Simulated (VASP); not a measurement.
Set up this calculation in VASP 6.6.1, as the native input.

* Task: single point
* Functional: PBEsol
* Potentials or basis: VASP PAW PBE potentials, release 64 (V_sv, N)
* Cutoff: 520 eV
* k mesh: 4 × 4 × 4
* Occupations: gaussian, width 0.1 eV
* Spin: no spin polarisation
* Dipole correction: no
* Further INCAR settings: ALGO = Normal; EDIFF = 1e-06; NBANDS = 32

The structure of VN2 lies in POSCAR:

```
VN2
1.0
   -2.1507500000      2.1507500000      2.4913500000
    2.1507500000     -2.1507500000      2.4913500000
    2.1507500000      2.1507500000     -2.4913500000
V N
2 4
Direct
    0.2500000000      0.2500000000      0.0000000000
    0.7500000000      0.7500000000      0.0000000000
    0.1151000000      0.6151000000      0.7302000000
    0.6151000000      0.8849000000      0.5000000000
    0.8849000000      0.3849000000      0.2698000000
    0.3849000000      0.1151000000      0.5000000000
```

These files were run (other wordings do the same):

INCAR

```
  ALGO = Normal
  EDIFF = 1E-6
  ENCUT = 520
  GGA = PS
  ISIF = 2
  ISMEAR = 0
  LASPH = T
  LCHARG = F
  LREAL = F
  LWAVE = F
  NBANDS = 32
  NELM = 100
  PREC = Accurate
  SIGMA = 0.1
```

KPOINTS

```
k-points
0
Gamma
  4 4 4
```

Potentials or basis: VASP PAW PBE potentials, release 64 (V_sv, N).

The run is started by

```sh
$ cat potpaw_PBE.64/V_sv/POTCAR potpaw_PBE.64/N/POTCAR > POTCAR
$ mpirun -np 1 vasp_std > vasp.out
```

It gave:

```
Pressure               : -11.0 GPa
Largest force          : 0.435 eV/Å
Band gap on the k mesh : zero (band 23 reaches 11.54 eV, above the bottom of band 24 at 11.23 eV)
```

Caveat: the k points lie up to 0.52 Å⁻¹ apart; the PAW data sets were made with another functional, which shifts forces and pressure a little; the run has no spin polarisation, though such a crystal can be magnetic.

Run time: 15 s on 1 thread of AMD EPYC 9R45 96-Core Processor (Zen 5), on a shared host, peak memory 0.14 GiB.
